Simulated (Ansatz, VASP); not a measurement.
## SnSe: VASP beside Ansatz

```
CELL_PARAMETERS angstrom
-0.06020 2.97990 2.97990
2.97990 -0.06020 2.97990
2.97990 2.97990 -0.06020
ATOMIC_POSITIONS crystal
Sn 0.00000 0.00000 0.00000
Se 0.50000 0.50000 0.50000
```

Change from the starting cell: equal xy, yz and zx shear strains of -2 %.

Alike in both runs: task single point; functional LDA; k mesh 9 × 9 × 9; occupations fermi-dirac, width 0.02 eV; no spin polarisation.

|  | VASP | Ansatz |
| --- | --- | --- |
| version | VASP 6.6.1 | Ansatz 0.2.0 |
| potentials or method | VASP PAW LDA potentials, release 64 (Sn_d, Se), cutoff 500 eV | all-electron LAPW, scalar-relativistic |

|  | VASP | Ansatz | Ansatz less VASP |
| --- | --- | --- | --- |
| pressure (GPa) | -3.2 | -3.2 | -0.09 |
| traceless stress, the component that is largest in VASP (GPa) | 0.39 | 0.39 | +0.001 |

LDA's correlation is that of Perdew and Zunger in VASP and of Perdew and Wang (1992) in Ansatz. Ansatz ran all-electron here, and VASP with PAW potentials.
